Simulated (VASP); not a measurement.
In3Se:

```xyz
4
Lattice="4.8038 0.0000 0.0000 0.0000 4.8038 0.0000 0.0000 0.0000 4.8038" Properties=species:S:1:pos:R:3 pbc="T T T"
In    0.0000    2.4019    2.4019
In    2.4019    0.0000    2.4019
In    2.4019    2.4019    0.0000
Se    0.0000    0.0000    0.0000
```

Base run:

- Program: VASP 6.6.1
- Functional: PBE
- Potentials or basis: VASP PAW PBE potentials, release 64 (In_d, Se)
- Cutoff: 520 eV
- k mesh: 4 × 4 × 4, shifted
- Occupations: gaussian, width 0.1 eV
- Spin: no spin polarisation

Its results: pressure -0.9 GPa.

Task: After a change of settings the same cell gave: pressure -0.3 GPa. Which change was it?
A. k mesh from 4 × 4 × 4, shifted to 2 × 2 × 2
B. functional from PBE to PBEsol; k mesh from 4 × 4 × 4, shifted to 10 × 10 × 10
C. k mesh from 4 × 4 × 4, shifted to 1 × 1 × 1
D. k mesh from 4 × 4 × 4, shifted to 10 × 10 × 10

Result: D.
